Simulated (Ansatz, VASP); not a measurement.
AlN in VASP and in Ansatz

```
Al N
1.0
     0.00000    2.18399    2.18399
     2.18399    0.00000    2.18399
     2.18399    2.18399    0.00000
Al N
1 1
Direct
  0.06868 0.93132 0.93132
  0.75000 0.75000 0.75000
```

Alike in both runs: task single point; functional LDA; k mesh 10 × 10 × 10; occupations gaussian, width 0.05 eV; no spin polarisation.

```csv
,VASP,Ansatz
version,VASP 6.6.1,Ansatz 0.2.0
potentials or method,"VASP PAW LDA potentials, release 64 (Al, N), cutoff 600 eV","scalar-relativistic, plane waves, PAW"
valence electrons in the cell,8,8
```

Ansatz gave:

* gap on the k mesh at the Fermi level (eV): 2.52
* least direct gap on the mesh (eV): 3.37
* pressure (GPa): 6.9
* traceless stress, the component that is largest in VASP (GPa): 21.78
* rms of the force components (eV/Å): 2.240

Q: Estimate VASP's values.

A: gap on the k mesh at the Fermi level (eV): 2.50; least direct gap on the mesh (eV): 3.38; pressure (GPa): 7.7; traceless stress, the component that is largest in VASP (GPa): 22.76; rms of the force components (eV/Å): 2.286.

LDA's correlation is that of Perdew and Zunger in VASP and of Perdew and Wang (1992) in Ansatz. Atom by atom the forces differ by 0.046 eV/Å (rms over components).
